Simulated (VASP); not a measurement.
## Be24F: single point with PBE

The system is Be24F, a slab with vacuum.

```
Be F
1.0
     4.52544    0.00000    0.00000
     0.00000    7.13362    0.00000
     0.00000    0.00000   19.86855
Be F
24 1
Direct
  0.00000 0.37500 0.20132
  0.00000 0.87500 0.20132
  0.50000 0.37500 0.20132
  0.50000 0.87500 0.20132
  0.25000 0.12500 0.23420
  0.25000 0.62500 0.23420
  0.75000 0.12500 0.23420
  0.75000 0.62500 0.23420
  0.25000 0.37500 0.29995
  0.25000 0.87500 0.29995
  0.75000 0.37500 0.29995
  0.75000 0.87500 0.29995
  0.00000 0.12500 0.32684
  0.00000 0.62500 0.32684
  0.50000 0.12500 0.32684
  0.50000 0.62500 0.32684
  0.00000 0.37500 0.39931
  0.00000 0.87500 0.39931
  0.50000 0.37500 0.39931
  0.50000 0.87500 0.39931
  0.25000 0.12500 0.42120
  0.25000 0.62500 0.42120
  0.75000 0.12500 0.42120
  0.75000 0.62500 0.42120
  0.33333 0.31250 0.47321
```

```yaml
Program: VASP 6.6.1
Task: single point
Functional: PBE
Potentials_or_basis: VASP PAW PBE potentials, release 64 (Be, F)
Cutoff: 520 eV
k_mesh: 6 × 4 × 1
Occupations: gaussian, width 0.1 eV
Spin: no spin polarisation
Dipole_correction: yes
Further_INCAR_settings: LREAL = Auto; ALGO = Normal; EDIFF = 1e-06; NBANDS = 46
```

| Quantity | Value |
| --- | --- |
| Largest force | 1.064 eV/Å |
| Band gap on the k mesh | zero (an odd number of electrons rules out a gap without spin polarisation) |

Forces on the atoms (eV/Å):
```
Be   0.038 -0.021  0.557
Be  -0.079 -0.026  0.541
Be  -0.033 -0.010  0.558
Be   0.070 -0.093  0.514
Be  -0.014  0.053 -0.724
Be  -0.008 -0.081 -0.569
Be   0.002  0.082 -0.708
Be  -0.008  0.128 -0.818
Be  -0.077 -0.071  0.279
Be   0.013 -0.092  0.158
Be   0.037  0.017 -0.168
Be   0.038  0.041  0.220
Be   0.157  0.139  0.185
Be  -0.042 -0.058  0.063
Be  -0.026  0.096  0.328
Be   0.047  0.017  0.174
Be  -0.911  0.280 -0.474
Be  -0.024 -0.012 -0.002
Be   0.633  0.179  0.186
Be  -0.021  0.056 -0.020
Be   0.064 -0.211  0.563
Be  -0.128  0.861 -0.187
Be   0.363 -0.360 -0.588
Be   0.241 -0.080 -0.138
F   -0.333 -0.834  0.071
```

Levels at points of the mesh, in eV from the Fermi level:
| k point | band 23 | band 24 | band 25 | band 26 | band 27 | band 28 | band 29 | band 30 | band 31 | band 32 |
| --- | --- | --- | --- | --- | --- | --- | --- | --- | --- | --- |
| (0.00, 0.00, 0.00) | -2.43 | -2.36 | -1.51 | -0.94 | -0.15 | 0.22 | 0.32 | 0.63 | 1.06 | 1.70 |
| (0.50, 0.00, 0.00) | -1.47 | -1.26 | -0.82 | -0.19 | 0.71 | 0.80 | 1.35 | 1.37 | 1.38 | 1.51 |
| (0.00, 0.50, 0.00) | -2.18 | -1.72 | -1.15 | -0.94 | -0.89 | -0.52 | 0.22 | 0.44 | 1.41 | 1.78 |
| (0.50, 0.50, 0.00) | -1.81 | -1.42 | -0.53 | -0.45 | -0.15 | 0.19 | 0.40 | 0.46 | 0.69 | 1.51 |

It took 13 min on 1 thread of Intel(R) Xeon(R) Platinum 8488C (Sapphire Rapids), on a shared host, peak memory 0.71 GiB.

Caveat: an odd number of electrons without spin polarisation forces a metal; a magnetic or distorted state may lie lower.
